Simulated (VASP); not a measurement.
# BiTe: single point with PBEsol

BiTe:

```
Bi Te
1.0
     0.00000    3.29307    3.10124
     3.29307    0.00000    3.10124
     3.29307    3.29307    0.00000
Bi Te
1 1
Direct
  0.00000 0.00000 0.00000
  0.50000 0.50000 0.50000
```

This cell differs from its parent crystal: strain +0.030 along x and y, -0.030 along z.

```yaml
Program: VASP 6.6.1
Task: single point
Functional: PBEsol
Potentials_or_basis: VASP PAW PBE potentials, release 64 (Bi_d, Te)
Cutoff: 500 eV
k_mesh: 16 × 16 × 16
Occupations: gaussian, width 0.15 eV
Spin: no spin polarisation
Dipole_correction: no
Further_INCAR_settings: ALGO = Normal; EDIFF = 1e-06; NBANDS = 18
```

| Quantity | Value |
| --- | --- |
| Pressure | -1.1 GPa |
| Band gap on the k mesh | zero (an odd number of electrons rules out a gap without spin polarisation) |

Stress tensor (GPa, compression positive):
```
-2.92  0.00  0.00
 0.00 -2.92  0.00
 0.00  0.00  2.66
```

Levels at points of the mesh, in eV from the Fermi level:
```
           k point  band 8  band 9  band 10  band 11  band 12  band 13
(0.00, 0.00, 0.00)   -3.10   -2.27    -2.27     1.70     1.70     3.15
(0.50, 0.00, 0.00)   -1.97   -1.95    -1.47    -0.95    -0.72    -0.45
(0.50, 0.50, 0.00)   -5.88   -4.11    -4.11     2.07     3.50     3.50
(0.50, 0.00, 0.50)   -5.66   -4.41    -3.61     2.21     2.97     4.48
```

Run time: 2.8 min on 1 thread of AMD EPYC 9R45 96-Core Processor (Zen 5), with other jobs on the host, peak memory 0.48 GiB.

Caveat: the cell differs from its parent crystal (strain +0.030 along x and y, -0.030 along z); the stress differs along the axes, from -3 to 3 GPa; the PAW data sets were made with another functional, which shifts forces and pressure a little; spin-orbit coupling is left out, which moves the levels of the heavy elements; an odd number of electrons without spin polarisation forces a metal; a magnetic or distorted state may lie lower.
